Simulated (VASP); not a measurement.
**NaH: single point with r2SCAN**

The system is NaH.

```
Na H
1.0
     0.12617    2.59636    2.59636
     2.59636    0.12617    2.59636
     2.59636    2.59636    0.12617
Na H
1 1
Direct
  0.00516 0.00516 0.00516
  0.24484 0.24484 0.24484
```

This cell differs from its parent crystal: epitaxial 111 strain -4.9%.

```
Program                : VASP 6.6.1
Task                   : single point
Functional             : r2SCAN
Potentials or basis    : VASP PAW PBE potentials, release 64 (Na_pv, H)
Cutoff                 : 520 eV
k mesh                 : 8 × 8 × 8
Occupations            : gaussian, width 0.01 eV
Spin                   : no spin polarisation
Dipole correction      : no
Further INCAR settings : ALGO = Normal; EDIFF = 1e-06; NBANDS = 11
```

```
Pressure               : 1.4 GPa
Largest force          : 0.015 eV/Å
Band gap on the k mesh : 3.76 eV (least direct gap 4.76 eV)
```

Forces in eV/Å, atoms in the order of the input:
```
Na  -0.009 -0.009 -0.009
H    0.009  0.009  0.009
```

Stress tensor (GPa, compression positive):
```
 1.39 -0.76 -0.76
-0.76  1.39 -0.76
-0.76 -0.76  1.39
```

Levels at points of the mesh, in eV from the valence-band top:
```
           k point  band 2  band 3  band 4  band 5  band 6  band 7
(0.00, 0.00, 0.00)  -22.69  -22.68   -3.01    9.20   13.24   14.80
(0.50, 0.00, 0.00)  -22.70  -22.68   -0.66    4.22   11.89   13.05
(0.50, 0.50, 0.00)  -22.71  -22.70   -0.08    5.66    8.10   10.23
(0.50, 0.50, 0.50)  -22.69  -22.69   -1.00    3.76   12.39   14.23
```

Run time: 2.6 min on 1 thread of Intel Xeon 8259CL (shared host), peak memory 0.16 GiB.

Caveat: the cell differs from its parent crystal (epitaxial 111 strain -4.9%); the structure was generated, so it needn't be the stable form of NaH; the PAW data sets were made with another functional, which shifts forces and pressure a little. A k mesh can miss the band edges.
